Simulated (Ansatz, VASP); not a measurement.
Two plane-wave programs on Ti

The input INCAR:

```
SYSTEM = Ti
PREC = Accurate ; ENCUT = 520
EDIFF = 1E-7 ; ISMEAR = -1
SIGMA = 0.05 ; LREAL = .False.
LASPH = .True. ; NELM = 80
ALGO = Fast ; ISIF = 2
LWAVE = .False. ; LCHARG = .True.
GGA = PE ; LELF = .True.
LVHAR = .True. ; NBANDS = 19
```

KPOINTS

```
Automatic mesh
0
Gamma
  9 9 5
  0 0 0
```

The input POSCAR:

```
Ti
1.0
    2.9500000000      0.0000000000      0.0000000000
   -1.4750000000      2.5547749412      0.0000000000
    0.0000000000      0.0000000000      4.7736000000
Ti
2
Direct
    0.6666666667      0.3333333333      0.7500000000
    0.3333333333      0.6666666667      0.2500000000
```

Contents of input.yaml:

```yaml
crystal:
  lattice:
    - [2.95, 0.0, 0.0]
    - [-1.475, 2.5547749412, 0.0]
    - [0.0, 0.0, 4.7736]
  atoms:
    - { symbol: Ti, position: [0.6666666667, 0.3333333333, 0.75] }
    - { symbol: Ti, position: [0.3333333333, 0.6666666667, 0.25] }
hamiltonian:
  xc: pbe
  pseudopotentials: { kind: paw }
kpoints:
  mp_grid: { grid: [9, 9, 5] }
scf:
  occupations: { method: fermi_dirac, width: 0.05 }
output:
  forces: true
  stress: true
  eigenvalues: true
```

Alike in both runs: task single point; functional PBE; k mesh 9 × 9 × 5; occupations fermi-dirac, width 0.05 eV; no spin polarisation.

|  | VASP | Ansatz |
| --- | --- | --- |
| version | VASP 6.6.1 | Ansatz 0.2.0 |
| potentials or method | VASP PAW PBE potentials, release 64 (Ti_sv) | Ansatz PAW |
| plane-wave cutoff (eV) | 520 | 420 |
| valence electrons in the cell | 24 | 24 |

VASP gave:

```
gap on the k mesh at the Fermi level (eV)                     : none
pressure (GPa)                                                : -3.9
traceless stress, the component that is largest in VASP (GPa) : -1.77
```

Task: Estimate Ansatz's values.

Result: gap on the k mesh at the Fermi level (eV): none; pressure (GPa): -3.6; traceless stress, the component that is largest in VASP (GPa): -1.77.

A gap of «none» marks a metal or a gap that the smearing closes. With one functional, cell and mesh, what is left measures potentials, basis and numerics.
